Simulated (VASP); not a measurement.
# CuO (Fm-3m) in VASP: further runs

Runs on CuO. Level: PBE. Tasks: single point.

Everything below comes from runs of VASP 6.6.1. Logs are shortened: lines on timing, memory, paths and dates and some standing lists are left out, and cuts for length are marked.

### Step 1. The cell of the first run

Symmetry: Fm-3m, No. 225, cubic system. The conventional cell has a = 4.317 Å, b = 4.317 Å, c = 4.317 Å, α = 90.00°, β = 90.00°, γ = 90.00°. Within 2.9 Å of Cu (site symmetry m-3m) lie 6 O at 2.16 Å. Within 2.9 Å of O (site symmetry m-3m) lie 6 Cu at 2.16 Å.

### Step 2. Single point, PBE (strained)

INCAR reads:

```
  PREC = Accurate
  ENCUT = 520
  EDIFF = 1E-6
  ISMEAR = 0
  SIGMA = 0.1
  LREAL = False
  LASPH = True
  NELM = 80
  ALGO = Normal
  ISIF = 2
  LWAVE = False
  LCHARG = False
  GGA = PE
  NBANDS = 16
```

KPOINTS reads:

```
regular mesh
0
Gamma
  18 18 18
```

POSCAR reads:

```
CuO
1.0
    0.0000000000      2.1583408944      2.1583408944
    2.1583408944      0.0000000000      2.1583408944
    2.1583408944      2.1583408944      0.0000000000
Cu O
1 1
Direct
    0.0000000000      0.0000000000      0.0000000000
    0.5000000000      0.5000000000      0.5000000000
```

Potentials or basis: VASP PAW PBE potentials, release 64 (Cu, O).

Run with:

```
cat potpaw_PBE.64/Cu/POTCAR potpaw_PBE.64/O/POTCAR > POTCAR
mpirun -np 1 vasp_std > vasp.out
```

OUTCAR:

```text
PREC = Accurate
   ENCUT = 520
   EDIFF = 1E-6
   ISMEAR = 0
   LREAL = False
   LASPH = True
   NELM = 80
   ISIF = 2
   GGA = PE

 ion  position               nearest neighbor table
   1  0.000  0.000  0.000-   2 2.16   2 2.16   2 2.16   2 2.16   2 2.16   2 2.16
   2  0.500  0.500  0.500-   1 2.16   1 2.16   1 2.16   1 2.16   1 2.16   1 2.16

  LATTYP: Found a face centered cubic cell.
 ALAT       =     4.3166817888

  Lattice vectors:

 A1 = (   0.0000000000,   2.1583408944,   2.1583408944)
 A2 = (   2.1583408944,   0.0000000000,   2.1583408944)
 A3 = (   2.1583408944,   2.1583408944,   0.0000000000)

Analysis of symmetry for initial positions (statically):
=====================================================================
 Subroutine PRICEL returns:
 Original cell was already a primitive cell.

 Routine SETGRP: Setting up the symmetry group for a
 face centered cubic supercell.

 Subroutine GETGRP returns: Found 48 space group operations
 (whereof 48 operations were pure point group operations)
 out of a pool of 48 trial point group operations.

The static configuration has the point symmetry O_h .

Analysis of symmetry for dynamics (positions and initial velocities):
=====================================================================
 Subroutine PRICEL returns:
 Original cell was already a primitive cell.

 Routine SETGRP: Setting up the symmetry group for a
 face centered cubic supercell.

 Subroutine GETGRP returns: Found 48 space group operations
 (whereof 48 operations were pure point group operations)
 out of a pool of 48 trial point group operations.

The dynamic configuration has the point symmetry O_h .

 Subroutine INISYM returns: Found 48 space group operations
 (whereof 48 operations are pure point group operations),
 and found     1 'primitive' translations

----------------------------------------------------------------------------------------

                                     Primitive cell

  volume of cell :      20.1090

  direct lattice vectors                    reciprocal lattice vectors
     0.000000000  2.158340894  2.158340894    -0.231659420  0.231659420  0.231659420
     2.158340894  0.000000000  2.158340894     0.231659420 -0.231659420  0.231659420
     2.158340894  2.158340894  0.000000000     0.231659420  0.231659420 -0.231659420

  length of vectors
     3.052354965  3.052354965  3.052354965     0.401245886  0.401245886  0.401245886

  position of ions in fractional coordinates (direct lattice)
     0.000000000  0.000000000  0.000000000
     0.500000000  0.500000000  0.500000000

  ion indices of the primitive-cell ions
   primitive index   ion index
                 1           1
                 2           2

----------------------------------------------------------------------------------------

 KPOINTS: regular mesh

Automatic generation of k-mesh.
 Grid dimensions read from file:
 generate k-points for:   18   18   18

 Generating k-lattice:

  Cartesian coordinates                     Fractional coordinates (reciprocal lattice)
    -0.012869968  0.012869968  0.012869968     0.055555556  0.000000000  0.000000000
     0.012869968 -0.012869968  0.012869968     0.000000000  0.055555556  0.000000000
     0.012869968  0.012869968 -0.012869968     0.000000000  0.000000000  0.055555556

  Length of vectors
     0.022291438  0.022291438  0.022291438

  Shift w.r.t. Gamma in fractional coordinates (k-lattice)
     0.000000000  0.000000000  0.000000000

 Subroutine IBZKPT returns following result:
 ===========================================

 Found    195 irreducible k-points:

 Following reciprocal coordinates:
            Coordinates               Weight
  0.000000  0.000000  0.000000      1.000000
  0.055556  0.000000  0.000000      8.000000
  0.111111  0.000000  0.000000      8.000000
  0.166667  0.000000  0.000000      8.000000
  0.222222  0.000000  0.000000      8.000000
  0.277778  0.000000  0.000000      8.000000
[... 16 lines left out ...]
 -0.277778  0.055556  0.000000     24.000000
 -0.222222  0.055556  0.000000     24.000000
 [... further k-points ...]
   k-points           NKPTS =    195   k-points in BZ     NKDIM =    195   number of bands    NBANDS=     16
   number of dos      NEDOS =    301   number of ions     NIONS =      2
   total plane-waves  NPLWV =  13824
   dimension x,y,z NGX =    24 NGY =   24 NGZ =   24
   dimension x,y,z NGXF=    48 NGYF=   48 NGZF=   48
   ions per type =               1   1
   NGX,Y,Z   is equivalent  to a cutoff of  13.07, 13.07, 13.07 a.u.
   NGXF,Y,Z  is equivalent  to a cutoff of  26.14, 26.14, 26.14 a.u.
 SYSTEM =  unknown system
   PREC   = accura    normal or accurate (medium, high low for compatibility)
   ISTART =      0    job   : 0-new  1-cont  2-samecut
   ICHARG =      2    charge: 1-file 2-atom 10-const
   ISPIN  =      1    spin polarized calculation?
   LNONCOLLINEAR =      F non collinear calculations
   LSORBIT =      F    spin-orbit coupling
   LASPH  =      T    aspherical Exc in radial PAW
   ENCUT  =  520.0 eV  38.22 Ry    6.18 a.u.   5.68  5.68  5.68*2*pi/ulx,y,z
   NELM   =     80;   NELMIN=  2; NELMDL= -5     # of ELM steps
   EDIFF  = 0.1E-05   stopping-criterion for ELM
   LREAL  =      F    real-space projection
   EDIFFG = 0.1E-04   stopping-criterion for IOM
   NSW    =      0    number of steps for IOM
   IBRION =     -1    ionic relax: 0-MD 1-quasi-New 2-CG
   NFREE  =      0    steps in history (QN), initial steepest desc. (CG)
   ISIF   =      2    stress and relaxation
   ISYM   =      2    0-nonsym 1-usesym 2-fastsym
   POTIM  = 0.5000    time-step for ionic-motion
   TEBEG  =    0.0;   TEEND  =   0.0 temperature during run
   PSTRESS=    0.0 pullay stress
   NELECT =      17.0000    total number of electrons
   NUPDOWN=      -1.0000    fix difference up-down
   EMIN   =  10.00;   EMAX   =-10.00  energy-range for DOS
   EFERMI =   0.00;   METHOD = LEGACY
   ISMEAR =     0;   SIGMA  =   0.10  broadening in eV -4-tet -1-fermi 0-gaus
   EFERMI_NEDOS =   21; number of points for ismear=-14 and -15
   IALGO  =     38    algorithm
   IMIX   =      4    mixing-type and parameters
     AMIX     =   0.40;   BMIX     =  1.00
     AMIX_MAG =   1.60;   BMIX_MAG =  1.00
  volume/ion in A,a.u.               =      10.05        67.85
  Fermi-wavevector in a.u.,A,eV,Ry     =   1.547965  2.925229 32.602215  2.396195
  Thomas-Fermi vector in A             =   2.652983
   LORBIT       =      0    0 simple, 1 ext, 2 COOP (PROOUT), +10 PAW based schemes
   GGA     = PE    functional components
   LHFCALC =     F    Hartree Fock is set to
   AEXX    =    0.0000 exact exchange contribution
   IVDW    =     0    specifies the selected vdW correction
   LEPSILON=     F    determine dielectric tensor
   LRPA    =     F    only Hartree local field effects (RPA)
 non-spin polarized calculation
 Gauss-broadening in eV      SIGMA  =   0.10
  energy-cutoff  :      520.00
  volume of cell :       20.11
 maximum number of plane-waves:       556
   NGX = 11   NGY = 11   NGZ = 11

 number of electron      17.0000005 magnetization

 Free energy of the ion-electron system (eV)
  ---------------------------------------------------
  ext. energy  EPLUGINS =         0.00000000
  ---------------------------------------------------
  free energy    TOTEN  =        -9.51361201 eV

  energy without entropy =       -9.50425511  energy(sigma->0) =       -9.50893356

 E-fermi :   5.4100     XC(G=0): -12.0856

 val. band max:        5.4046111018   @ k =   0.4444   0.1667   0.0000
 cond. band min:       5.4210052974   @ k =  -0.3889   0.2778   0.1111
 fundamental gap:      0.0163941956
 Fermi energy:         5.4100021501

 k-point     1 :       0.0000    0.0000    0.0000
  band No.  band energies     occupation
      1     -13.6185      2.00000
      2       3.1431      2.00000
      3       3.1431      2.00000
      4       3.1431      2.00000
      5       3.2822      2.00000
      6       3.2822      2.00000
[... 8 lines left out ...]
     15      25.8049      0.00000
     16      25.8049      0.00000

 k-point     2 :       0.0556    0.0000    0.0000
  band No.  band energies     occupation
      1     -13.5889      2.00000
      2       2.7965      2.00000
      3       2.8642      2.00000
      4       2.8642      2.00000
      5       3.1863      2.00000
      6       3.1863      2.00000
[... 8 lines left out ...]
     15      25.6972      0.00000
     16      25.6972      0.00000

 k-point     3 :       0.1111    0.0000    0.0000
  band No.  band energies     occupation
      1     -13.5027      2.00000
      2       2.1552      2.00000
      3       2.4496      2.00000
      4       2.4496      2.00000
      5       3.2278      2.00000
      6       3.2278      2.00000
[... 8 lines left out ...]
     15      25.6587      0.00000
     16      25.6587      0.00000

 k-point     4 :       0.1667    0.0000    0.0000
  band No.  band energies     occupation
      1     -13.3667      2.00000
      2       1.4059      2.00000
      3       2.0638      2.00000
      4       2.0638      2.00000
      5       3.2951      2.00000
      6       3.2951      2.00000
[... 8 lines left out ...]
     15      25.9102      0.00000
     16      25.9102      0.00000
[... 324 lines left out ...]
 k-point    22 :      -0.3333    0.0556    0.0000
  band No.  band energies     occupation
      1     -12.7347      2.00000
      2      -0.8095      2.00000
      3       1.0795      2.00000
      4       1.1644      2.00000
      5       3.5494      2.00000
      6       3.6082      2.00000
[... 8 lines left out ...]
     15      27.4666      0.00000
     16      28.7863      0.00000

 k-point    23 :      -0.2778    0.0556    0.0000
  band No.  band energies     occupation
      1     -12.9177      2.00000
      2      -0.2732      2.00000
      3       1.2708      2.00000
      4       1.4041      2.00000
      5       3.4599      2.00000
      6       3.5344      2.00000
[... 8 lines left out ...]
     15      26.5442      0.00000
     16      28.1555      0.00000

 k-point    24 :      -0.2222    0.0556    0.0000
  band No.  band energies     occupation
      1     -13.1106      2.00000
      2       0.3631      2.00000
      3       1.5200      2.00000
      4       1.7062      2.00000
      5       3.3669      2.00000
      6       3.4551      2.00000
[... 8 lines left out ...]
     15      25.7354      0.00000
     16      27.5556      0.00000

 [... further k-points ...]
[... 5 lines left out ...]
  --------------------------------------------------------------------------------------
  -------------------------------------------------------------------------------------
  Total       -0.9851686     -0.9851686     -0.9851686      0.0000000      0.0000000      0.0000000
  in kB      -78.4930157    -78.4930157    -78.4930157      0.0000000      0.0000000      0.0000000
  external PRESSURE =     -78.4930157 kB  Pullay stress =       0.0000000 kB

 VOLUME and BASIS-vectors are now :
 -----------------------------------------------------------------------------
  energy-cutoff  :      520.00
  volume of cell :       20.11
      direct lattice vectors                 reciprocal lattice vectors
     0.000000000  2.158340894  2.158340894    -0.231659420  0.231659420  0.231659420
     2.158340894  0.000000000  2.158340894     0.231659420 -0.231659420  0.231659420
     2.158340894  2.158340894  0.000000000     0.231659420  0.231659420 -0.231659420

 POSITION                                       TOTAL-FORCE (eV/Angst)
 -----------------------------------------------------------------------------------
      0.00000      0.00000      0.00000        -0.000000     -0.000000     -0.000000
      2.15834      2.15834      2.15834         0.000000      0.000000      0.000000
 -----------------------------------------------------------------------------------
    total drift:                                0.000000     -0.000000     -0.000000

  FREE ENERGIE OF THE ION-ELECTRON SYSTEM (eV)
  ---------------------------------------------------
  free  energy   TOTEN  =        -9.5136120136 eV

  energy  without entropy=       -9.5042551137  energy(sigma->0) =       -9.50893356
```

Wall time 30 s (1 thread of Intel Xeon Platinum 8488C (Sapphire Rapids), shared host); peak memory 0.18 GiB.

What came out:

* Free energy: -9.5136 eV
* Pressure: -7.8 GPa

Caveat: the cell differs from its parent crystal (strained); an odd number of electrons without spin polarisation forces a metal; a magnetic or distorted state may lie lower; semilocal functionals often make such compounds metallic where correlation or magnetic order opens a gap, which also shifts bond lengths.

### Step 3. Single point, PBE (strained)

INCAR reads:

```
SYSTEM = CuO
ALGO = Normal
EDIFF = 1E-7
ENCUT = 520
GGA = PE
ISIF = 2
ISMEAR = 0
LASPH = .TRUE.
LCHARG = .TRUE.
LELF = .TRUE.
LREAL = .FALSE.
LVHAR = .TRUE.
LWAVE = .FALSE.
NBANDS = 16
NELM = 100
PREC = Accurate
SIGMA = 0.1
```

KPOINTS reads:

```
k-points
0
G
  18 18 18
  0 0 0
```

POSCAR reads:

```
CuO
1.0
    0.0000000000      2.1853058688      2.1853058688
    2.1853058688      0.0000000000      2.1853058688
    2.1853058688      2.1853058688      0.0000000000
Cu O
1 1
Direct
    0.0000000000      0.0000000000      0.0000000000
    0.5000000000      0.5000000000      0.5000000000
```

Potentials or basis: VASP PAW PBE potentials, release 64 (Cu, O).

Run with:

```
cat potpaw_PBE.64/Cu/POTCAR potpaw_PBE.64/O/POTCAR > POTCAR
mpirun -np 1 vasp_std > vasp.out
```

Wall time 38 s (1 thread of Intel Xeon Platinum 8488C (Sapphire Rapids), shared host); peak memory 0.18 GiB.

It converged, with:

```
Free energy : -9.4660 eV
Pressure    : -12.6 GPa
```

Levels at points of the mesh, in eV from the Fermi level:
| k point | band 5 | band 6 | band 7 | band 8 | band 9 | band 10 | band 11 | band 12 | band 13 | band 14 |
| --- | --- | --- | --- | --- | --- | --- | --- | --- | --- | --- |
| (0.00, 0.00, 0.00) | -1.99 | -1.99 | -1.99 | -1.95 | -1.95 | 1.06 | 17.92 | 18.11 | 18.11 | 18.11 |
| (0.50, 0.00, 0.00) | -1.64 | -1.64 | -1.27 | 0.66 | 0.66 | 5.64 | 8.82 | 13.29 | 13.29 | 19.59 |
| (0.50, 0.50, 0.00) | -2.73 | -1.70 | -1.49 | -1.49 | -1.40 | 5.23 | 10.07 | 11.86 | 15.26 | 15.26 |

Caveat: the cell differs from its parent crystal (strained); an odd number of electrons without spin polarisation forces a metal; a magnetic or distorted state may lie lower; semilocal functionals often make such compounds metallic where correlation or magnetic order opens a gap, which also shifts bond lengths.
